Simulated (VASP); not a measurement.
# Ag3Sb2 (R-3m) in VASP: further runs

Runs on Ag3Sb2. Level: PBE. Tasks: single point.

All numbers are computed with VASP 6.6.1; they aren't measurements. Logs are shortened: lines on timing, memory, paths and dates and some standing lists are left out, and cuts for length are marked.

### Step 1. The cell of the first run

It takes space group R-3m (No. 166, trigonal). Conventional cell: a = 5.455 Å, b = 5.455 Å, c = 14.384 Å, α = 90.00°, β = 90.00°, γ = 120.00°. Ag (site symmetry 2/m) has 4 Ag at 2.73 Å and 6 Sb at 3.15 to 3.58 Å within 3.6 Å. Within 4.1 Å of Sb (site symmetry 3m) lie 9 Ag at 3.15 to 3.58 Å and 4 Sb at 3.16 to 3.55 Å.

The cell was generated, and may not be a known phase.

### Step 2. Single point, PBE

Input file INCAR:

```
SYSTEM = Ag3Sb2
PREC     = Accurate       ! precision mode
ENCUT    = 500            ! plane-wave cutoff, eV
EDIFF    = 1E-6           ! SCF threshold, eV
ISMEAR   = 0              ! smearing method
SIGMA    = 0.2            ! smearing width, eV
LREAL    = .FALSE.        ! projectors in reciprocal space
LASPH    = .TRUE.         ! aspherical terms in the spheres
NELM     = 120            ! most SCF steps
ALGO     = Normal         ! electronic algorithm
ISIF     = 2              ! what is computed and relaxed
LWAVE    = .FALSE.        ! write WAVECAR
LCHARG   = .FALSE.        ! write CHGCAR
GGA      = PE             ! functional
NBANDS   = 30             ! bands
GGA_COMPAT= .FALSE.
```

Input file KPOINTS:

```
Automatic mesh
0
G
  4 4 4
  0 0 0
```

Input file POSCAR:

```
Ag3Sb2
1.0
    2.7274791060      1.5747107960      4.7945314431
   -2.7274791060      1.5747107960      4.7945314431
    0.0000000000     -3.1494215921      4.7945314431
Ag Sb
3 2
Direct
    0.5000000000      0.5000000000      0.0000000000
    0.0000000000      0.5000000000      0.5000000000
    0.5000000000      0.0000000000      0.5000000000
    0.1099137750      0.1099137750      0.1099137750
    0.8900862250      0.8900862250      0.8900862250
```

Potentials or basis: VASP PAW PBE potentials, release 64 (Ag, Sb).

Started as:

```
> cat potpaw_PBE.64/Ag/POTCAR potpaw_PBE.64/Sb/POTCAR > POTCAR
> mpirun -np 1 vasp_std > vasp.out
```

OUTCAR:

```text
SYSTEM = Ag3Sb2
   PREC = Accurate
   ENCUT = 500
   EDIFF = 1E-6
   ISMEAR = 0
   LREAL = .FALSE.
   LASPH = .TRUE.
   NELM = 120
   ISIF = 2
   GGA = PE

 ion  position               nearest neighbor table
   1  0.500  0.500  0.000-   2 2.73   3 2.73   3 2.73   2 2.73   4 3.15   5 3.15   4 3.15   5 3.15
                             4 3.58   5 3.58
   2  0.000  0.500  0.500-   1 2.73   1 2.73   3 2.73   3 2.73   4 3.15   5 3.15   4 3.15   5 3.15
                             4 3.58   5 3.58
   3  0.500  0.000  0.500-   1 2.73   1 2.73   2 2.73   2 2.73   4 3.15   5 3.15   4 3.15   5 3.15
                             4 3.58   5 3.58
   4  0.110  0.110  0.110-   2 3.15   3 3.15   2 3.15   3 3.15   1 3.15   1 3.15   5 3.16   5 3.55
                             5 3.55   5 3.55   1 3.58   3 3.58   2 3.58
   5  0.890  0.890  0.890-   3 3.15   2 3.15   2 3.15   3 3.15   1 3.15   1 3.15   4 3.16   4 3.55
                             4 3.55   4 3.55   1 3.58   2 3.58   3 3.58

  LATTYP: Found a trigonal (rhomboedric) cell.
 ALAT       =     5.7364089920
 COS(alpha) =     0.5478602972

  Lattice vectors:

 A1 = (   2.7274791060,   1.5747107960,   4.7945314431)
 A2 = (  -2.7274791060,   1.5747107960,   4.7945314431)
 A3 = (   0.0000000000,  -3.1494215921,   4.7945314431)

Analysis of symmetry for initial positions (statically):
=====================================================================
 Subroutine PRICEL returns:
 Original cell was already a primitive cell.

 Routine SETGRP: Setting up the symmetry group for a
 trigonal (rhombohedral) supercell.

 Subroutine GETGRP returns: Found 12 space group operations
 (whereof 12 operations were pure point group operations)
 out of a pool of 12 trial point group operations.

The static configuration has the point symmetry D_3d.

Analysis of symmetry for dynamics (positions and initial velocities):
=====================================================================
 Subroutine PRICEL returns:
 Original cell was already a primitive cell.

 Routine SETGRP: Setting up the symmetry group for a
 trigonal (rhombohedral) supercell.

 Subroutine GETGRP returns: Found 12 space group operations
 (whereof 12 operations were pure point group operations)
 out of a pool of 12 trial point group operations.

The dynamic configuration has the point symmetry D_3d.

 Subroutine INISYM returns: Found 12 space group operations
 (whereof 12 operations are pure point group operations),
 and found     1 'primitive' translations

----------------------------------------------------------------------------------------

                                     Primitive cell

  volume of cell :     123.5548

  direct lattice vectors                    reciprocal lattice vectors
     2.727479106  1.574710796  4.794531443     0.183319461  0.105839540  0.069523652
    -2.727479106  1.574710796  4.794531443    -0.183319461  0.105839540  0.069523652
     0.000000000 -3.149421592  4.794531443     0.000000000 -0.211679080  0.069523652

  length of vectors
     5.736408992  5.736408992  5.736408992     0.222803885  0.222803885  0.222803885

  position of ions in fractional coordinates (direct lattice)
     0.500000000  0.500000000  0.000000000
     1.000000000  0.500000000  0.500000000
     0.500000000  1.000000000  0.500000000
     0.109913775  0.109913775  0.109913775
     0.890086225  0.890086225  0.890086225

  ion indices of the primitive-cell ions
   primitive index   ion index
                 1           1
                 2           2
                 3           3
                 4           4
                 5           5

----------------------------------------------------------------------------------------

 KPOINTS: Automatic mesh

Automatic generation of k-mesh.
 Grid dimensions read from file:
 generate k-points for:    4    4    4

 Generating k-lattice:

  Cartesian coordinates                     Fractional coordinates (reciprocal lattice)
     0.045829865  0.026459885  0.017380913     0.250000000 -0.000000000 -0.000000000
    -0.045829865  0.026459885  0.017380913    -0.000000000  0.250000000 -0.000000000
     0.000000000 -0.052919770  0.017380913     0.000000000  0.000000000  0.250000000

  Length of vectors
     0.055700971  0.055700971  0.055700971

  Shift w.r.t. Gamma in fractional coordinates (k-lattice)
     0.000000000  0.000000000  0.000000000

 Subroutine IBZKPT returns following result:
 ===========================================

 Found     13 irreducible k-points:

 Following reciprocal coordinates:
            Coordinates               Weight
  0.000000  0.000000  0.000000      1.000000
  0.250000  0.000000 -0.000000      6.000000
  0.500000  0.000000 -0.000000      3.000000
  0.250000  0.250000 -0.000000      6.000000
  0.500000  0.250000  0.000000     12.000000
 -0.250000  0.250000  0.000000      6.000000
  0.500000  0.500000 -0.000000      3.000000
  0.250000  0.250000  0.250000      2.000000
  0.500000  0.250000  0.250000      6.000000
 -0.250000  0.250000  0.250000      6.000000
  0.500000  0.500000  0.250000      6.000000
 -0.250000  0.500000  0.250000      6.000000
  0.500000  0.500000  0.500000      1.000000
   k-points           NKPTS =     13   k-points in BZ     NKDIM =     13   number of bands    NBANDS=     30
   number of dos      NEDOS =    301   number of ions     NIONS =      5
   total plane-waves  NPLWV =  74088
   dimension x,y,z NGX =    42 NGY =   42 NGZ =   42
   dimension x,y,z NGXF=    84 NGYF=   84 NGZF=   84
   ions per type =               3   2
   NGX,Y,Z   is equivalent  to a cutoff of  12.17, 12.17, 12.17 a.u.
   NGXF,Y,Z  is equivalent  to a cutoff of  24.34, 24.34, 24.34 a.u.
 SYSTEM =  Ag3Sb2
   PREC   = accura    normal or accurate (medium, high low for compatibility)
   ISTART =      0    job   : 0-new  1-cont  2-samecut
   ICHARG =      2    charge: 1-file 2-atom 10-const
   ISPIN  =      1    spin polarized calculation?
   LNONCOLLINEAR =      F non collinear calculations
   LSORBIT =      F    spin-orbit coupling
   LASPH  =      T    aspherical Exc in radial PAW
   ENCUT  =  500.0 eV  36.75 Ry    6.06 a.u.  10.46 10.46 10.46*2*pi/ulx,y,z
   NELM   =    120;   NELMIN=  2; NELMDL= -5     # of ELM steps
   EDIFF  = 0.1E-05   stopping-criterion for ELM
   LREAL  =      F    real-space projection
   EDIFFG = 0.1E-04   stopping-criterion for IOM
   NSW    =      0    number of steps for IOM
   IBRION =     -1    ionic relax: 0-MD 1-quasi-New 2-CG
   NFREE  =      0    steps in history (QN), initial steepest desc. (CG)
   ISIF   =      2    stress and relaxation
   ISYM   =      2    0-nonsym 1-usesym 2-fastsym
   POTIM  = 0.5000    time-step for ionic-motion
   TEBEG  =    0.0;   TEEND  =   0.0 temperature during run
   PSTRESS=    0.0 pullay stress
   NELECT =      43.0000    total number of electrons
   NUPDOWN=      -1.0000    fix difference up-down
   EMIN   =  10.00;   EMAX   =-10.00  energy-range for DOS
   EFERMI =   0.00;   METHOD = LEGACY
   ISMEAR =     0;   SIGMA  =   0.20  broadening in eV -4-tet -1-fermi 0-gaus
   EFERMI_NEDOS =   21; number of points for ismear=-14 and -15
   IALGO  =     38    algorithm
   IMIX   =      4    mixing-type and parameters
     AMIX     =   0.40;   BMIX     =  1.00
     AMIX_MAG =   1.60;   BMIX_MAG =  1.00
  volume/ion in A,a.u.               =      24.71       166.76
  Fermi-wavevector in a.u.,A,eV,Ry     =   1.151537  2.176089 18.041824  1.326037
  Thomas-Fermi vector in A             =   2.288194
   LORBIT       =      0    0 simple, 1 ext, 2 COOP (PROOUT), +10 PAW based schemes
   GGA     = PE    functional components
   LHFCALC =     F    Hartree Fock is set to
   AEXX    =    0.0000 exact exchange contribution
   IVDW    =     0    specifies the selected vdW correction
   LEPSILON=     F    determine dielectric tensor
   LRPA    =     F    only Hartree local field effects (RPA)
 non-spin polarized calculation
 Gauss-broadening in eV      SIGMA  =   0.20
  energy-cutoff  :      500.00
  volume of cell :      123.55
 maximum number of plane-waves:      3179
 NGX is ok and might be reduce to    42
   NGX = 21   NGY = 21   NGZ = 21

 number of electron      42.9999997 magnetization

 Free energy of the ion-electron system (eV)
  ---------------------------------------------------
  ext. energy  EPLUGINS =         0.00000000
  ---------------------------------------------------
  free energy    TOTEN  =       -15.22207045 eV

  energy without entropy =      -15.17419976  energy(sigma->0) =      -15.19813510

 E-fermi :   6.6702     XC(G=0): -10.2186

 val. band max:        6.6346764150   @ k =   0.2500   0.2500  -0.0000
 cond. band min:       6.7483323026   @ k =  -0.2500   0.5000   0.2500
 fundamental gap:      0.1136558876
 Fermi energy:         6.6701510942

 k-point     1 :       0.0000    0.0000    0.0000
  band No.  band energies     occupation
      1      -4.4626      2.00000
      2      -0.7358      2.00000
      3       0.0623      2.00000
      4       0.7530      2.00000
      5       0.8404      2.00000
      6       0.8404      2.00000
[... 22 lines left out ...]
     29      10.7565      0.00000
     30      13.1724      0.00000

 k-point     2 :       0.2500    0.0000   -0.0000
  band No.  band energies     occupation
      1      -4.1628      2.00000
      2      -1.3659      2.00000
      3       0.3740      2.00000
      4       0.8513      2.00000
      5       1.0756      2.00000
      6       1.1456      2.00000
[... 22 lines left out ...]
     29      12.6991      0.00000
     30      13.4838      0.00000

 k-point     3 :       0.5000    0.0000   -0.0000
  band No.  band energies     occupation
      1      -3.7429      2.00000
      2      -1.9235      2.00000
      3       0.5676      2.00000
      4       1.0583      2.00000
      5       1.5464      2.00000
      6       1.6172      2.00000
[... 319 lines left out ...]
     29      12.4916      0.00000
     30      13.3407      0.00000

 k-point    13 :       0.5000    0.5000    0.5000
  band No.  band energies     occupation
      1      -3.2591      2.00000
      2      -3.0225      2.00000
      3       0.0351      2.00000
      4       0.8434      2.00000
      5       0.8434      2.00000
      6       1.1026      2.00000
[... 22 lines left out ...]
     29      10.7212      0.00000
     30      10.7451      0.00000

------------------------ aborting loop because EDIFF is reached ----------------------------------------

  FORCE on cell =-STRESS in cart. coord.  units (eV):
  Direction    XX          YY          ZZ          XY          YZ          ZX
  --------------------------------------------------------------------------------------
  -------------------------------------------------------------------------------------
  Total        0.2136569      0.2136569     -0.6457483     -0.0000000      0.0000000      0.0000000
  in kB        2.7705624      2.7705624     -8.3736381     -0.0000000      0.0000000      0.0000000
  external PRESSURE =      -0.9441711 kB  Pullay stress =       0.0000000 kB

 VOLUME and BASIS-vectors are now :
 -----------------------------------------------------------------------------
  energy-cutoff  :      500.00
  volume of cell :      123.55
      direct lattice vectors                 reciprocal lattice vectors
     2.727479106  1.574710796  4.794531443     0.183319461  0.105839540  0.069523652
    -2.727479106  1.574710796  4.794531443    -0.183319461  0.105839540  0.069523652
     0.000000000 -3.149421592  4.794531443     0.000000000 -0.211679080  0.069523652

 POSITION                                       TOTAL-FORCE (eV/Angst)
 -----------------------------------------------------------------------------------
      0.00000      1.57471      4.79453         0.000000      0.000000     -0.000000
     -1.36374     -0.78736      4.79453        -0.000000      0.000000     -0.000000
      1.36374     -0.78736      4.79453         0.000000      0.000000     -0.000000
      0.00000     -0.00000      1.58096         0.000000      0.000000     -0.023396
      0.00000     -0.00000     12.80264         0.000000     -0.000000      0.023396
 -----------------------------------------------------------------------------------
    total drift:                                0.000000      0.000000     -0.000000

  FREE ENERGIE OF THE ION-ELECTRON SYSTEM (eV)
  ---------------------------------------------------
  free  energy   TOTEN  =       -15.2220704476 eV

  energy  without entropy=      -15.1741997566  energy(sigma->0) =      -15.19813510
```

Wall time 58 s (1 thread of AMD EPYC 7R13, shared host); peak memory 0.23 GiB.

What came out:

```
Free energy            : -15.2221 eV
Pressure               : -0.1 GPa
Largest force          : 0.023 eV/Å
Band gap on the k mesh : zero (an odd number of electrons rules out a gap without spin polarisation)
```

Forces in eV/Å, atoms in the order of the input:
```
Ag   0.000  0.000  0.000
Ag   0.000  0.000  0.000
Ag   0.000  0.000  0.000
Sb   0.000  0.000 -0.023
Sb   0.000  0.000  0.023
```

Levels at points of the mesh, in eV from the Fermi level:
```csv
k point,band 18,band 19,band 20,band 21,band 22,band 23,band 24,band 25
"(0.00, 0.00, 0.00)",-1.90,-1.81,-1.81,-0.96,-0.81,-0.49,-0.49,1.92
"(0.50, 0.00, 0.00)",-3.61,-2.57,-1.46,-0.83,-0.63,0.62,0.87,2.29
"(0.50, 0.50, 0.00)",-3.61,-3.54,-2.23,-1.99,0.99,1.85,2.02,3.11
"(0.50, 0.50, 0.50)",-3.02,-3.02,-2.61,0.56,1.16,1.16,1.57,1.70
```

Caveat: spin-orbit coupling is left out, which moves the levels of the heavy elements.

### Step 3. Single point, PBE

This run uses another cell than the first one, of 27.50 Å³/atom.

Input file INCAR:

```
  PREC = Accurate
  ENCUT = 500
  EDIFF = 1E-6
  ISMEAR = 0
  SIGMA = 0.2
  LREAL = F
  LASPH = T
  NELM = 120
  ALGO = Normal
  ISIF = 2
  LWAVE = F
  LCHARG = F
  GGA = PE
  NBANDS = 30
  GGA_COMPAT = F
```

Input file KPOINTS:

```
Automatic mesh
0
Gamma
  4 4 4
```

Input file POSCAR:

```
Ag3Sb2
1.0
    2.9414192689      1.6982292050      4.5881231774
   -2.9414192689      1.6982292050      4.5881231774
    0.0000000000     -3.3964584151      4.5881231755
Ag Sb
3 2
Direct
    0.5000000000      0.5000000000      0.0000000000
    0.0000000000      0.5000000000      0.5000000000
    0.5000000000      0.0000000000      0.5000000000
    0.5000000000      0.5000000000      0.5000000000
    0.0000000000      0.0000000000      0.0000000000
```

Potentials or basis: VASP PAW PBE potentials, release 64 (Ag, Sb).

Started as:

```
> cat potpaw_PBE.64/Ag/POTCAR potpaw_PBE.64/Sb/POTCAR > POTCAR
> mpirun -np 1 vasp_std > vasp.out
```

Wall time 58 s (1 thread of AMD EPYC 7R13, shared host); peak memory 0.23 GiB.

The run converged. Its results:

```yaml
Free_energy: -14.8864 eV
Pressure: -0.3 GPa
Band_gap_on_the_k_mesh: zero (an odd number of electrons rules out a gap without spin polarisation)
```

Stress tensor (GPa, compression positive):
```
-0.41  0.00  0.00
 0.00 -0.41  0.00
 0.00  0.00 -0.06
```

Levels at points of the mesh, in eV from the Fermi level:
```csv
k point,band 19,band 20,band 21,band 22,band 23,band 24,band 25,band 26
"(0.00, 0.00, 0.00)",-2.63,-2.63,-0.34,-0.34,-0.13,0.54,2.23,2.25
"(0.50, 0.00, 0.00)",-1.93,-1.43,-1.33,-1.00,-0.15,3.11,3.84,4.30
"(0.50, 0.50, 0.00)",-2.02,-1.71,-0.66,1.03,1.41,2.59,3.48,4.74
"(0.50, 0.50, 0.50)",-2.31,-2.06,-1.40,-0.39,-0.39,1.85,5.02,5.14
```

Caveat: spin-orbit coupling is left out, which moves the levels of the heavy elements.

The gap in the log of VASP goes by the Fermi energy; the results here count the filled bands.